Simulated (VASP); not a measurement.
# Ca2SiN2 (P-3m1) in VASP: notebook, part 2 of 2

VASP 6.6.1.

## Step 3: Single point, PBE, collinear spin, ferromagnetic start

This run uses another cell than the first one, of 15.91 Å³/atom.

Contents of INCAR:

```
SYSTEM = Ca2SiN2
PREC = Accurate
ENCUT = 600
EDIFF = 1E-6
ISMEAR = 0
SIGMA = 0.1
LREAL = .FALSE.
LASPH = .TRUE.
NELM = 200
ALGO = Normal
ISIF = 2
LWAVE = .FALSE.
LCHARG = .FALSE.
ISPIN = 2
MAGMOM = 0 0 0 1 1
LORBIT = 11
GGA = PE
NBANDS = 29
GGA_COMPAT = .FALSE.
```

Contents of KPOINTS:

```
regular mesh
0
G
  6 6 4
  0 0 0
```

Contents of POSCAR:

```
Ca2SiN2
1.0
    4.1582359318      0.0000000029      0.0000000000
   -2.0791179684      3.6011379504      0.0000000000
    0.0000000000      0.0000000000      5.3116959282
Ca Si N
2 1 2
Direct
    0.6666666667      0.3333333333      0.7114125745
    0.3333333333      0.6666666667      0.2885874255
    0.0000000000      0.0000000000      0.0000000000
    0.3333333333      0.6666666667      0.7709130266
    0.6666666667      0.3333333333      0.2290869734
```

Potentials or basis: VASP PAW PBE potentials, release 64 (Ca_sv, Si, N).

The run is started by

```sh
$ cat potpaw_PBE.64/Ca_sv/POTCAR potpaw_PBE.64/Si/POTCAR potpaw_PBE.64/N/POTCAR > POTCAR
$ mpirun -np 1 vasp_std > vasp.out
```

OUTCAR:

```text
SYSTEM = Ca2SiN2
   PREC = Accurate
   ENCUT = 600
   EDIFF = 1E-6
   ISMEAR = 0
   LREAL = .FALSE.
   LASPH = .TRUE.
   NELM = 200
   ISIF = 2
   ISPIN = 2
   LORBIT = 11
   GGA = PE

 ion  position               nearest neighbor table
   1  0.667  0.333  0.711-   4 2.42   4 2.42   4 2.42   3 2.85   3 2.85   3 2.85
   2  0.333  0.667  0.289-   5 2.42   5 2.42   5 2.42   3 2.85   3 2.85   3 2.85
   3  0.000  0.000  0.000-   1 2.85   2 2.85   2 2.85   1 2.85   1 2.85   2 2.85
   4  0.333  0.667  0.771-   1 2.42   1 2.42   1 2.42
   5  0.667  0.333  0.229-   2 2.42   2 2.42   2 2.42

  LATTYP: Found a hexagonal cell.
 ALAT       =     4.1582359318
 C/A-ratio  =     1.2773916669

  Lattice vectors:

 A1 = (   4.1582359318,   0.0000000029,   0.0000000000)
[... 1766 lines left out ...]
 POSITION                                       TOTAL-FORCE (eV/Angst)
 -----------------------------------------------------------------------------------
      2.07912      1.20038      3.77881        -0.000000      0.000000      0.006909
     -0.00000      2.40076      1.53289         0.000000     -0.000000     -0.006909
      0.00000      0.00000      0.00000        -0.000000      0.000000      0.000000
     -0.00000      2.40076      4.09486        -0.000000      0.000000     -0.019354
      2.07912      1.20038      1.21684         0.000000     -0.000000      0.019354
 -----------------------------------------------------------------------------------
    total drift:                                0.000000     -0.000000      0.000000

  FREE ENERGIE OF THE ION-ELECTRON SYSTEM (eV)
  ---------------------------------------------------
  free  energy   TOTEN  =       -25.8254863088 eV

  energy  without entropy=      -25.8222347662  energy(sigma->0) =      -25.82386054

 total charge

# of ion       s       p       d       tot
------------------------------------------
    1        2.051   5.870   0.342   8.263
    2        2.051   5.870   0.342   8.263
    3        0.986   0.551   0.000   1.537
    4        1.270   2.255   0.000   3.524
    5        1.270   2.255   0.000   3.524
--------------------------------------------------
tot          7.628  16.799   0.684  25.111

 magnetization (x)

# of ion       s       p       d       tot
------------------------------------------
    1        0.000  -0.000   0.000   0.000
    2        0.000  -0.000   0.000   0.000
    3       -0.000  -0.000   0.000  -0.000
    4        0.000   0.000   0.000   0.000
    5        0.000   0.000   0.000   0.000
--------------------------------------------------
tot          0.000   0.000   0.000   0.000
```

stdout:

```text
POSCAR found type information on POSCAR CaSiN
 POSCAR found :  3 types and       5 ions
 scaLAPACK will be used
 LDA part: xc-table for (Slater+PW92), standard interpolation
 POSCAR, INCAR and KPOINTS ok, starting setup
 FFT: planning ... GRIDC
 FFT: planning ... GRID_SOFT
 FFT: planning ... GRID
 WAVECAR not read
 entering main loop
```

Run time: 57 s. Hardware: 1 thread of Intel Xeon 6975P-C (Granite Rapids), shared host; peak memory 0.32 GiB.

Results:

```yaml
Free_energy: -25.8255 eV
Pressure: 0.1 GPa
Largest_force: 0.019 eV/Å
Band_gap_on_the_k_mesh: zero (filled and empty bands overlap)
Net_moment: 0.00 μB per cell
Valence_electrons_inside_the_program's_atomic_spheres: Ca 8.26; Si 1.54; N 3.52
```

Forces in eV/Å, atoms in the order of the input:
```
Ca   0.000  0.000  0.007
Ca   0.000  0.000 -0.007
Si   0.000  0.000  0.000
N    0.000  0.000 -0.019
N    0.000  0.000  0.019
```

## Step 4: Single point, PBE, collinear spin, ferromagnetic start

This run uses another cell than the first one, of 19.85 Å³/atom.

Contents of INCAR:

```
ALGO = Normal
EDIFF = 1E-6
ENCUT = 600
GGA = PE
GGA_COMPAT = F
ISIF = 2
ISMEAR = 0
ISPIN = 2
LASPH = T
LCHARG = T
LELF = T
LORBIT = 11
LREAL = F
LVHAR = T
LWAVE = F
MAGMOM = 0 0 0 1 1
NBANDS = 29
NELM = 200
PREC = Accurate
SIGMA = 0.1
```

Contents of KPOINTS:

```
k-points
0
Gamma
  6 6 4
```

Contents of POSCAR:

```
Ca2SiN2
1.0
    4.1144206900      0.0000000000      0.0000000000
   -2.0572103500      3.5631928400      0.0000000000
    0.0000000000      0.0000000000      6.7688570700
Ca Si N
2 1 2
Direct
    0.6666666700      0.3333333300      0.7471000000
    0.3333333300      0.6666666700      0.2529000000
    0.0000000000      0.0000000000      0.0000000000
    0.3333333300      0.6666666700      0.6308000100
    0.6666666700      0.3333333300      0.3691999900
```

The run is started by

```sh
$ cat potpaw_PBE.64/Ca_sv/POTCAR potpaw_PBE.64/Si/POTCAR potpaw_PBE.64/N/POTCAR > POTCAR
$ mpirun -np 1 vasp_std > vasp.out
```

Wall time 1.9 min (1 thread of Intel Xeon 6975P-C (Granite Rapids), shared host); peak memory 0.38 GiB.

Results (log left out):

| Property | Result |
| --- | --- |
| Free energy | -22.2028 eV |
| Pressure | -3.4 GPa |
| Largest force | 2.476 eV/Å |
| Band gap on the k mesh | zero (filled and empty bands overlap) |
| Net moment | -0.01 μB per cell |
| Valence electrons inside the program's atomic spheres | Ca 8.19; Si 1.60; N 3.42 |

Forces on the atoms (eV/Å):
```
Ca   0.000  0.000 -2.476
Ca   0.000  0.000  2.476
Si   0.000  0.000  0.000
N    0.000  0.000  1.350
N    0.000  0.000 -1.350
```

Stress tensor (GPa, compression positive):
```
-1.80  0.00  0.00
 0.00 -1.80  0.00
 0.00  0.00 -6.50
```

Levels at points of the mesh, in eV from the Fermi level:
Spin up:
| k point | band 13 | band 14 | band 15 | band 16 | band 17 | band 18 | band 19 | band 20 | band 21 | band 22 |
| --- | --- | --- | --- | --- | --- | --- | --- | --- | --- | --- |
| (0.00, 0.00, 0.00) | -1.32 | -1.14 | -1.14 | -0.74 | -0.74 | 1.34 | 1.46 | 1.46 | 3.77 | 4.28 |
| (0.50, 0.00, 0.00) | -1.99 | -1.62 | -1.17 | -0.31 | -0.09 | 0.15 | 0.16 | 1.00 | 3.40 | 5.67 |
| (0.00, 0.00, 0.50) | -1.33 | -1.33 | -0.47 | -0.47 | 0.09 | 0.30 | 1.36 | 1.36 | 3.96 | 4.49 |
| (0.50, 0.00, 0.50) | -1.57 | -1.35 | -1.18 | -0.39 | -0.08 | 0.12 | 0.42 | 0.82 | 4.02 | 5.58 |
Spin down:
```csv
k point,band 15,band 16,band 17,band 18,band 19,band 20
"(0.00, 0.00, 0.00)",-1.14,-0.74,-0.74,1.33,1.46,1.46
"(0.50, 0.00, 0.00)",-1.17,-0.32,-0.09,0.15,0.16,1.00
"(0.00, 0.00, 0.50)",-0.47,-0.47,0.09,0.30,1.36,1.36
"(0.50, 0.00, 0.50)",-1.18,-0.39,-0.08,0.11,0.42,0.82
```

Caveat: the cell stands under tension; forces of over 1 eV/Å act on the atoms, so gaps and moduli don't describe the material at rest.

## Step 5: Overview

```tsv
spin	cell	k mesh	gap on the mesh (eV)	pressure (GPa)	moment (μB)	largest force (eV/Å)
off	a = 4.160, b = 4.160, c = 5.292 Å, angles 90.0, 90.0, 120.0°, 5 atoms, atomic positions A	12 × 12 × 8	none	0.3	-	0.01
collinear, ferromagnetic start	a = 4.158, b = 4.158, c = 5.312 Å, angles 90.0, 90.0, 120.0°, 5 atoms, atomic positions A	6 × 6 × 4	none	0.1	0.00	0.02
collinear, ferromagnetic start	a = 4.114, b = 4.114, c = 6.769 Å, angles 90.0, 90.0, 120.0°, 5 atoms, atomic positions B	6 × 6 × 4	none	-3.4	0.01	2.48
```

Alike in all rows: task single point; level PBE; potentials or basis VASP PAW PBE potentials, release 64 (Ca_sv, Si, N); cutoff (eV) 600; smearing gaussian 0.1 eV.

Caveats: the cell stands under tension (at least some runs); forces of over 1 eV/Å act on the atoms, so gaps and moduli don't describe the material at rest (at least some runs).

Absolute energies hang on the potentials; compare differences alone.
